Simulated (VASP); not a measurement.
# SrO (Fm-3m) in VASP: a series of runs, part 2 of 2

VASP 6.6.1. The steps go on from the part before.

### Step 4. Single point, PBE (volume scaled by 1.06)

INCAR

```
SYSTEM = SrO
ALGO = Normal
EDIFF = 1E-6
ENCUT = 520
GGA = PE
ISIF = 2
ISMEAR = -1
LASPH = .True.
LCHARG = .False.
LREAL = .False.
LWAVE = .False.
NBANDS = 15
NELM = 100
PREC = Accurate
SIGMA = 0.05
```

KPOINTS

```
k-points
0
Gamma
  9 9 9
  0 0 0
```

POSCAR

```
SrO
1.0
    0.0000000000      2.6166323862      2.6166323862
    2.6166323862      0.0000000000      2.6166323862
    2.6166323862      2.6166323862      0.0000000000
Sr O
1 1
Direct
    0.5000000000      0.5000000000      0.5000000000
    0.0000000000      0.0000000000      0.0000000000
```

Potentials or basis: VASP PAW PBE potentials, release 64 (Sr_sv, O).

Run with:

```bash
cat potpaw_PBE.64/Sr_sv/POTCAR potpaw_PBE.64/O/POTCAR > POTCAR
mpirun -np 1 vasp_std > vasp.out
```

OUTCAR:

```text
SYSTEM = SrO
   EDIFF = 1E-6
   ENCUT = 520
   GGA = PE
   ISIF = 2
   ISMEAR = -1
   LASPH = .True.
   LREAL = .False.
   NELM = 100
   PREC = Accurate

 ion  position               nearest neighbor table
   1  0.500  0.500  0.500-   2 2.62   2 2.62   2 2.62   2 2.62   2 2.62   2 2.62
   2  0.000  0.000  0.000-   1 2.62   1 2.62   1 2.62   1 2.62   1 2.62   1 2.62

  LATTYP: Found a face centered cubic cell.
 ALAT       =     5.2332647724

  Lattice vectors:

 A1 = (   0.0000000000,   2.6166323862,   2.6166323862)
 A2 = (   2.6166323862,   0.0000000000,   2.6166323862)
[... 609 lines left out ...]
     12      11.3315      0.00000
     13      11.9227      0.00000
     14      11.9227      0.00000
     15      14.8097      0.00000

 [... further k-points ...]
[... 5 lines left out ...]
  --------------------------------------------------------------------------------------
  -------------------------------------------------------------------------------------
  Total       -0.2936639     -0.2936639     -0.2936639      0.0000000      0.0000000      0.0000000
  in kB      -13.1311563    -13.1311563    -13.1311563      0.0000000      0.0000000      0.0000000
  external PRESSURE =     -13.1311563 kB  Pullay stress =       0.0000000 kB

 VOLUME and BASIS-vectors are now :
 -----------------------------------------------------------------------------
  energy-cutoff  :      520.00
  volume of cell :       35.83
      direct lattice vectors                 reciprocal lattice vectors
     0.000000000  2.616632386  2.616632386    -0.191085306  0.191085306  0.191085306
     2.616632386  0.000000000  2.616632386     0.191085306 -0.191085306  0.191085306
     2.616632386  2.616632386  0.000000000     0.191085306  0.191085306 -0.191085306

 POSITION                                       TOTAL-FORCE (eV/Angst)
 -----------------------------------------------------------------------------------
      2.61663      2.61663      2.61663         0.000000      0.000000      0.000000
      0.00000      0.00000      0.00000        -0.000000      0.000000     -0.000000
 -----------------------------------------------------------------------------------
    total drift:                                0.000000      0.000000      0.000000

  FREE ENERGIE OF THE ION-ELECTRON SYSTEM (eV)
  ---------------------------------------------------
  free  energy   TOTEN  =       -12.0531284084 eV

  energy  without entropy=      -12.0531284083  energy(sigma->0) =      -12.05312841
```

stdout:

```text
POSCAR found type information on POSCAR SrO
 POSCAR found :  2 types and       2 ions
 scaLAPACK will be used
 LDA part: xc-table for (Slater+PW92), standard interpolation
 POSCAR, INCAR and KPOINTS ok, starting setup
 FFT: planning ... GRIDC
 FFT: planning ... GRID_SOFT
 FFT: planning ... GRID
 WAVECAR not read
 entering main loop
```

Wall time 18 s (1 thread of Intel Xeon Platinum 8259CL at 2.50GHz (Skylake/Cascade Lake), shared host); peak memory 0.16 GiB.

Results:

```yaml
Free_energy: -12.0531 eV
Pressure: -1.3 GPa
Band_gap_on_the_k_mesh: 3.34 eV, indirect (least direct gap 3.47 eV)
```

Caveat: the cell differs from its parent crystal (volume scaled by 1.06).

### Step 5. Single point, RPBE+D3(BJ)

This run uses another cell than the first one, of 14.72 Å³/atom, 0.854 times its volume.

INCAR

```
SYSTEM = SrO
PREC     = Accurate       ! precision mode
ENCUT    = 520            ! plane-wave cutoff, eV
EDIFF    = 1E-7           ! SCF threshold, eV
ISMEAR   = -1             ! smearing method
SIGMA    = 0.05           ! smearing width, eV
LREAL    = .FALSE.        ! projectors in reciprocal space
LASPH    = .TRUE.         ! aspherical terms in the spheres
NELM     = 80             ! most SCF steps
ALGO     = Normal         ! electronic algorithm
ISIF     = 2              ! what is computed and relaxed
LWAVE    = .FALSE.        ! write WAVECAR
LCHARG   = .FALSE.        ! write CHGCAR
GGA      = RP             ! functional
IVDW     = 12             ! dispersion correction
NBANDS   = 15             ! bands
```

KPOINTS

```
regular mesh
0
G
  9 9 9
  0 0 0
```

POSCAR

```
SrO
1.0
    0.0000000000      2.4509173858      2.4509173858
    2.4509173858      0.0000000000      2.4509173858
    2.4509173858      2.4509173858      0.0000000000
Sr O
1 1
Direct
    0.5000000000      0.5000000000      0.5000000000
    0.0000000000      0.0000000000      0.0000000000
```

Potentials or basis: VASP PAW PBE potentials, release 64 (Sr_sv, O).

Run with:

```bash
cat potpaw_PBE.64/Sr_sv/POTCAR potpaw_PBE.64/O/POTCAR > POTCAR
mpirun -np 1 vasp_std > vasp.out
```

OUTCAR:

```text
SYSTEM = SrO
   PREC = Accurate
   ENCUT = 520
   EDIFF = 1E-7
   ISMEAR = -1
   LREAL = .FALSE.
   LASPH = .TRUE.
   NELM = 80
   ISIF = 2
   GGA = RP
   IVDW = 12
 IVDW          = 12

 ion  position               nearest neighbor table
   1  0.500  0.500  0.500-   2 2.45   2 2.45   2 2.45   2 2.45   2 2.45   2 2.45
   2  0.000  0.000  0.000-   1 2.45   1 2.45   1 2.45   1 2.45   1 2.45   1 2.45

  LATTYP: Found a face centered cubic cell.
 ALAT       =     4.9018347716

  Lattice vectors:

 A1 = (   0.0000000000,   2.4509173858,   2.4509173858)
 A2 = (   2.4509173858,   0.0000000000,   2.4509173858)
 A3 = (   2.4509173858,   2.4509173858,   0.0000000000)

Analysis of symmetry for initial positions (statically):
=====================================================================
 Subroutine PRICEL returns:
 Original cell was already a primitive cell.

 Routine SETGRP: Setting up the symmetry group for a
 face centered cubic supercell.

 Subroutine GETGRP returns: Found 48 space group operations
[... 9 lines left out ...]

 Routine SETGRP: Setting up the symmetry group for a
 face centered cubic supercell.

 Subroutine GETGRP returns: Found 48 space group operations
[... 11 lines left out ...]
                                     Primitive cell

  volume of cell :      29.4453

  direct lattice vectors                    reciprocal lattice vectors
     0.000000000  2.450917386  2.450917386    -0.204005244  0.204005244  0.204005244
     2.450917386  0.000000000  2.450917386     0.204005244 -0.204005244  0.204005244
     2.450917386  2.450917386  0.000000000     0.204005244  0.204005244 -0.204005244

  length of vectors
     3.466120607  3.466120607  3.466120607     0.353347448  0.353347448  0.353347448

  position of ions in fractional coordinates (direct lattice)
     0.500000000  0.500000000  0.500000000
     0.000000000  0.000000000  0.000000000

  ion indices of the primitive-cell ions
   primitive index   ion index
                 1           1
                 2           2

----------------------------------------------------------------------------------------

 KPOINTS: regular mesh

Automatic generation of k-mesh.
 Grid dimensions read from file:
 generate k-points for:    9    9    9

 Generating k-lattice:

  Cartesian coordinates                     Fractional coordinates (reciprocal lattice)
    -0.022667249  0.022667249  0.022667249     0.111111111  0.000000000  0.000000000
     0.022667249 -0.022667249  0.022667249     0.000000000  0.111111111  0.000000000
     0.022667249  0.022667249 -0.022667249     0.000000000  0.000000000  0.111111111

  Length of vectors
     0.039260828  0.039260828  0.039260828

  Shift w.r.t. Gamma in fractional coordinates (k-lattice)
     0.000000000  0.000000000  0.000000000

 Subroutine IBZKPT returns following result:
 ===========================================

 Found     35 irreducible k-points:

 Following reciprocal coordinates:
            Coordinates               Weight
  0.000000  0.000000  0.000000      1.000000
  0.111111  0.000000  0.000000      8.000000
  0.222222  0.000000  0.000000      8.000000
  0.333333  0.000000  0.000000      8.000000
  0.444444  0.000000  0.000000      8.000000
  0.111111  0.111111  0.000000      6.000000
[... 16 lines left out ...]
 -0.333333  0.333333  0.000000     12.000000
  0.444444  0.444444  0.000000      6.000000
 [... further k-points ...]
   k-points           NKPTS =     35   k-points in BZ     NKDIM =     35   number of bands    NBANDS=     15
   number of dos      NEDOS =    301   number of ions     NIONS =      2
   total plane-waves  NPLWV =  21952
   dimension x,y,z NGX =    28 NGY =   28 NGZ =   28
   dimension x,y,z NGXF=    56 NGYF=   56 NGZF=   56
   ions per type =               1   1
   NGX,Y,Z   is equivalent  to a cutoff of  13.43, 13.43, 13.43 a.u.
   NGXF,Y,Z  is equivalent  to a cutoff of  26.86, 26.86, 26.86 a.u.
 SYSTEM =  SrO
   PREC   = accura    normal or accurate (medium, high low for compatibility)
   ISTART =      0    job   : 0-new  1-cont  2-samecut
   ICHARG =      2    charge: 1-file 2-atom 10-const
   ISPIN  =      1    spin polarized calculation?
   LNONCOLLINEAR =      F non collinear calculations
   LSORBIT =      F    spin-orbit coupling
   LASPH  =      T    aspherical Exc in radial PAW
   ENCUT  =  520.0 eV  38.22 Ry    6.18 a.u.   6.44  6.44  6.44*2*pi/ulx,y,z
   NELM   =     80;   NELMIN=  2; NELMDL= -5     # of ELM steps
   EDIFF  = 0.1E-06   stopping-criterion for ELM
   LREAL  =      F    real-space projection
   EDIFFG = 0.1E-05   stopping-criterion for IOM
   NSW    =      0    number of steps for IOM
   IBRION =     -1    ionic relax: 0-MD 1-quasi-New 2-CG
   NFREE  =      0    steps in history (QN), initial steepest desc. (CG)
   ISIF   =      2    stress and relaxation
   ISYM   =      2    0-nonsym 1-usesym 2-fastsym
   POTIM  = 0.5000    time-step for ionic-motion
   TEBEG  =    0.0;   TEEND  =   0.0 temperature during run
   PSTRESS=    0.0 pullay stress
   NELECT =      16.0000    total number of electrons
   NUPDOWN=      -1.0000    fix difference up-down
   EMIN   =  10.00;   EMAX   =-10.00  energy-range for DOS
   EFERMI =   0.00;   METHOD = LEGACY
   ISMEAR =    -1;   SIGMA  =   0.05  broadening in eV -4-tet -1-fermi 0-gaus
   EFERMI_NEDOS =   21; number of points for ismear=-14 and -15
   IALGO  =     38    algorithm
   IMIX   =      4    mixing-type and parameters
     AMIX     =   0.40;   BMIX     =  1.00
     AMIX_MAG =   1.60;   BMIX_MAG =  1.00
  volume/ion in A,a.u.               =      14.72        99.35
  Fermi-wavevector in a.u.,A,eV,Ry     =   1.335907  2.524498 24.281596  1.784647
  Thomas-Fermi vector in A             =   2.464575
   LORBIT       =      0    0 simple, 1 ext, 2 COOP (PROOUT), +10 PAW based schemes
   GGA     = RP    functional components
   LHFCALC =     F    Hartree Fock is set to
   AEXX    =    0.0000 exact exchange contribution
   IVDW    =    12    specifies the selected vdW correction
   LEPSILON=     F    determine dielectric tensor
   LRPA    =     F    only Hartree local field effects (RPA)
 non-spin polarized calculation
  energy-cutoff  :      520.00
  volume of cell :       29.45
 maximum number of plane-waves:       821
 NGX is ok and might be reduce to    28
   NGX = 13   NGY = 13   NGZ = 13

 number of electron      16.0000004 magnetization

 Free energy of the ion-electron system (eV)
  ---------------------------------------------------
  ext. energy  EPLUGINS =         0.00000000
  ---------------------------------------------------
  free energy    TOTEN  =       -10.90120416 eV

  energy without entropy =      -10.90120416  energy(sigma->0) =      -10.90120416

 E-fermi :   3.7988     XC(G=0): -10.4937

 val. band max:        2.5984173798   @ k =   0.4444   0.4444   0.0000
 cond. band min:       5.8826692314   @ k =   0.4444   0.4444   0.0000
 fundamental gap:      3.2842518516
 Fermi energy:         3.7987535885

 k-point     1 :       0.0000    0.0000    0.0000
  band No.  band energies     occupation
      1     -29.4593      2.00000
      2     -12.7855      2.00000
      3     -10.9089      2.00000
      4     -10.9089      2.00000
      5     -10.9089      2.00000
      6       2.5747      2.00000
      7       2.5747      2.00000
      8       2.5747      2.00000
      9       7.8607      0.00000
     10       9.1290      0.00000
     11       9.1290      0.00000
     12       9.1290      0.00000
     13      11.5849      0.00000
     14      11.5849      0.00000
     15      16.2060      0.00000
[... 397 lines left out ...]
 k-point    24 :       0.4444    0.4444    0.0000
  band No.  band energies     occupation
      1     -29.1422      2.00000
      2     -13.1245      2.00000
      3     -12.0331      2.00000
      4     -11.4519      2.00000
      5     -11.4519      2.00000
      6       2.3094      2.00000
      7       2.5984      2.00000
      8       2.5984      2.00000
      9       5.8827      0.00000
     10      11.4910      0.00000
     11      13.5901      0.00000
     12      14.4630      0.00000
     13      14.6324      0.00000
     14      14.6324      0.00000
     15      18.8752      0.00000

 [... further k-points ...]

------------------------ aborting loop because EDIFF is reached ----------------------------------------

 Edisp (eV)   -3.90791

 E8    (eV) :    -2.8610

  FORCE on cell =-STRESS in cart. coord.  units (eV):
  Direction    XX          YY          ZZ          XY          YZ          ZX
  --------------------------------------------------------------------------------------
  -------------------------------------------------------------------------------------
  Total       0.20816     0.20816     0.20816     0.00000     0.00000     0.00000
  in kB      11.32639    11.32639    11.32639     0.00000     0.00000     0.00000
  external pressure =       11.33 kB  Pullay stress =        0.00 kB

 VOLUME and BASIS-vectors are now :
 -----------------------------------------------------------------------------
  energy-cutoff  :      520.00
  volume of cell :       29.45
      direct lattice vectors                 reciprocal lattice vectors
     0.000000000  2.450917386  2.450917386    -0.204005244  0.204005244  0.204005244
     2.450917386  0.000000000  2.450917386     0.204005244 -0.204005244  0.204005244
     2.450917386  2.450917386  0.000000000     0.204005244  0.204005244 -0.204005244

 POSITION                                       TOTAL-FORCE (eV/Angst)
 -----------------------------------------------------------------------------------
      2.45092      2.45092      2.45092         0.000000     -0.000000     -0.000000
      0.00000      0.00000      0.00000        -0.000000      0.000000      0.000000
 -----------------------------------------------------------------------------------
    total drift:                                0.000000      0.000000      0.000000

  FREE ENERGIE OF THE ION-ELECTRON SYSTEM (eV)
  ---------------------------------------------------
  free  energy   TOTEN  =       -14.8091123616 eV

  energy  without entropy=      -14.8091123616  energy(sigma->0) =      -14.80911236
```

Run time: 10 s. Hardware: 1 thread of AMD EPYC 9R45 (Zen 5), shared host; peak memory 0.13 GiB.

What came out:

```
Free energy                : -14.8091 eV
Pressure                   : 1.1 GPa
Band gap on the k mesh     : 3.28 eV, direct
Dispersion energy per atom : -1.954 eV
```

Levels at points of the mesh, in eV from the valence-band top:
```tsv
k point	band 6	band 7	band 8	band 9	band 10	band 11
(0.00, 0.00, 0.00)	-0.02	-0.02	-0.02	5.26	6.53	6.53
```

Caveat: the PAW data sets were made with another functional, which shifts forces and pressure a little. As with any semilocal functional, this RPBE gap is likely too small.

### Step 6. Single point, PBEsol+D3(BJ)

This run uses another cell than the first one, of 16.35 Å³/atom, 0.948 times its volume.

INCAR

```
SYSTEM = SrO
ALGO     = Normal         ! electronic algorithm
EDIFF    = 1E-6           ! SCF threshold, eV
ENCUT    = 520            ! plane-wave cutoff, eV
GGA      = PS             ! functional
ISIF     = 2              ! what is computed and relaxed
ISMEAR   = -1             ! smearing method
IVDW     = 12             ! dispersion correction
LASPH    = .TRUE.         ! aspherical terms in the spheres
LCHARG   = .FALSE.        ! write CHGCAR
LREAL    = .FALSE.        ! projectors in reciprocal space
LWAVE    = .FALSE.        ! write WAVECAR
NBANDS   = 15             ! bands
NELM     = 80             ! most SCF steps
PREC     = Accurate       ! precision mode
SIGMA    = 0.05           ! smearing width, eV
```

KPOINTS

```
k-points
0
G
  9 9 9
  0 0 0
```

POSCAR

```
SrO
1.0
    0.0000000000      2.5378477170      2.5378477170
    2.5378477170      0.0000000000      2.5378477170
    2.5378477170      2.5378477170      0.0000000000
Sr O
1 1
Direct
    0.5000000000      0.5000000000      0.5000000000
    0.0000000000      0.0000000000      0.0000000000
```

Potentials or basis: VASP PAW PBE potentials, release 64 (Sr_sv, O).

Run with:

```bash
cat potpaw_PBE.64/Sr_sv/POTCAR potpaw_PBE.64/O/POTCAR > POTCAR
mpirun -np 1 vasp_std > vasp.out
```

Wall time 10 s (1 thread of AMD EPYC 9R45 (Zen 5), shared host); peak memory 0.14 GiB.

The run converged. Its results:

```
Free energy                : -13.1698 eV
Pressure                   : 0.7 GPa
Band gap on the k mesh     : 3.18 eV, indirect (least direct gap 3.25 eV)
Dispersion energy per atom : -0.271 eV
```

Levels at points of the mesh, in eV from the valence-band top:
| k point | band 4 | band 5 | band 6 | band 7 | band 8 | band 9 | band 10 | band 11 | band 12 | band 13 |
| --- | --- | --- | --- | --- | --- | --- | --- | --- | --- | --- |
| (0.00, 0.00, 0.00) | -13.72 | -13.72 | 0.00 | 0.00 | 0.00 | 4.10 | 6.24 | 6.24 | 6.24 | 8.53 |

Caveat: the PAW data sets were made with another functional, which shifts forces and pressure a little.

### Step 7. Overview

```tsv
level	cell	gap on the mesh (eV)	pressure (GPa)
PBE	a = 3.653 Å, angles 60.0°, 2 atoms	3.33	2.0
PBE	a = 3.677 Å, angles 60.0°, 2 atoms	3.34	0.3
PBE	a = 3.700 Å, angles 60.0°, 2 atoms	3.34	-1.3
RPBE+D3(BJ)	a = 3.466 Å, angles 60.0°, 2 atoms	3.28	1.1
PBEsol+D3(BJ)	a = 3.589 Å, angles 60.0°, 2 atoms	3.18	0.7
```

Alike in all rows: task single point; potentials or basis VASP PAW PBE potentials, release 64 (Sr_sv, O); no spin polarisation; k mesh 9 × 9 × 9; cutoff (eV) 520; smearing fermi-dirac 0.05 eV.

Caveats: the PAW data sets were made with another functional, which shifts forces and pressure a little (some runs).

Total energies depend on the potentials used, so only differences within one code and one set of settings carry meaning.
